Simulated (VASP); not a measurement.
# TiO2: single point with r2SCAN

Crystal: TiO2.

```xyz
12
Lattice="4.8035 0.0000 -0.0185 0.0000 4.8666 0.0000 -0.8448 0.0000 4.9690" Properties=species:S:1:pos:R:3 pbc="T T T"
Ti    0.7269    2.1680    3.5455
Ti    2.8093    4.6013    3.8895
Ti    3.2317    2.6985    1.4050
Ti    1.1494    0.2652    1.0610
O     1.3299    3.6110    4.7791
O     2.2063    1.1777    2.6559
O     2.6288    1.2556    0.1714
O     1.7523    3.6889    2.2946
O     0.0079    1.5693    1.7485
O     4.3731    4.0026    0.7175
O     3.9507    3.2973    3.2020
O    -0.4145    0.8640    4.2330
```

* Program: VASP 6.6.1
* Task: single point
* Functional: r2SCAN
* Potentials or basis: VASP PAW PBE potentials, release 64 (Ti_sv, O)
* Cutoff: 520 eV
* k mesh: 6 × 6 × 6
* Occupations: gaussian, width 0.01 eV
* Spin: no spin polarisation

| Item | Value |
| --- | --- |
| Pressure | 1.5 GPa |
| Largest force | 0.105 eV/Å |
| Band gap on the k mesh | 2.72 eV, indirect (least direct gap 2.81 eV) |

Forces in eV/Å, atoms in the order of the input:
```
Ti   0.034  0.089 -0.044
Ti  -0.034  0.089  0.044
Ti  -0.034 -0.089  0.044
Ti   0.034 -0.089 -0.044
O   -0.051  0.016  0.043
O    0.051  0.016 -0.043
O    0.051 -0.016 -0.043
O   -0.051 -0.016  0.043
O   -0.043  0.039  0.017
O    0.043  0.039 -0.017
O    0.043 -0.039 -0.017
O   -0.043 -0.039  0.017
```

Stress tensor (GPa, compression positive):
```
 1.66  0.00 -0.02
 0.00  1.58  0.00
-0.02  0.00  1.39
```

Levels at points of the mesh, in eV from the valence-band top:
```csv
k point,band 44,band 45,band 46,band 47,band 48,band 49,band 50,band 51,band 52,band 53
"(0.00, 0.00, 0.00)",-1.09,-0.71,-0.60,-0.05,0.00,2.85,2.94,3.32,3.45,3.60
"(0.50, 0.00, 0.00)",-0.88,-0.87,-0.78,-0.54,-0.10,2.72,3.26,3.27,3.42,3.86
"(0.00, 0.50, 0.00)",-1.34,-0.96,-0.96,-0.38,-0.38,3.26,3.26,3.59,3.59,3.69
"(0.50, 0.50, 0.00)",-1.71,-1.00,-1.00,-0.78,-0.78,3.10,3.10,3.37,3.37,3.60
"(0.00, 0.00, 0.50)",-1.38,-1.09,-1.09,-0.43,-0.43,3.06,3.06,3.26,3.26,3.81
"(0.50, 0.00, 0.50)",-1.37,-1.11,-1.11,-0.66,-0.66,2.76,2.76,3.68,3.68,3.79
"(0.00, 0.50, 0.50)",-1.22,-1.14,-1.14,-0.87,-0.87,3.09,3.09,3.22,3.22,3.81
"(0.50, 0.50, 0.50)",-1.45,-1.21,-1.21,-0.95,-0.95,2.97,2.97,3.31,3.31,3.71
```

Wall time 43 min on 1 thread of Intel(R) Xeon(R) Platinum 8259CL CPU @ 2.50GHz (Skylake/Cascade Lake), on a shared host, peak memory 0.5 GiB.

Caveat: the PAW data sets were made with another functional, which shifts forces and pressure a little. r2SCAN opens gaps a little over a GGA but as a rule still falls short of measured ones.
